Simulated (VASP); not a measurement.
SrSmBr4, 6 atoms in the cell. Symmetry: P4/mmm, No. 123, tetragonal system. Conventional cell: a = 3.724 Å, b = 3.724 Å, c = 13.916 Å, α = 90.00°, β = 90.00°, γ = 90.00°. Within 4.2 Å of Sr (site symmetry 4/mmm) lie 8 Br at 3.16 Å and 4 Sr at 3.72 Å. Sm (site symmetry 4/mmm) has 8 Br at 3.13 Å and 4 Sm at 3.72 Å within 4.1 Å. Within 4.2 Å of Br (site symmetry 4mm) lie 4 Sr at 3.16 Å and 5 Br at 3.50 to 3.72 Å. Within 4.1 Å of Br (site symmetry 4mm) lie 4 Sm at 3.13 Å and 5 Br at 3.37 to 3.72 Å. The cell was generated, and may not be a known phase.

```yaml
Program: VASP 6.6.1
Task: relaxation of cell and atoms
Functional: PBE
Potentials_or_basis: VASP PAW PBE potentials, release 64 (Sr_sv, Sm_3, Br), 4f in core
Cutoff: 500 eV
k_mesh: 10 × 10 × 4
Occupations: gaussian, width 0.1 eV
Spin: no spin polarisation
Dipole_correction: no
Further_INCAR_settings: ALGO = Normal; EDIFF = 1e-07; IBRION = 2; EDIFFG = -0.01; NSW = 100; ISIF = 3
```

Potentials or basis: VASP PAW PBE potentials, release 64 (Sr_sv, Sm_3, Br), 4f in core.

Launch:

```sh
$ cat potpaw_PBE.64/Sr_sv/POTCAR potpaw_PBE.64/Sm_3/POTCAR potpaw_PBE.64/Br/POTCAR > POTCAR
$ mpirun -np 1 vasp_std > vasp.out
```

Hardware: 1 thread of Intel(R) Xeon(R) Platinum 8488C (Sapphire Rapids), with other jobs on the host.

Question: How long does it take, and how much memory?

Answer: Run time: 57 min on 1 thread of Intel(R) Xeon(R) Platinum 8488C (Sapphire Rapids), with other jobs on the host, peak memory 0.55 GiB. Counts: scf iterations 140, k points 63, ion steps 15.
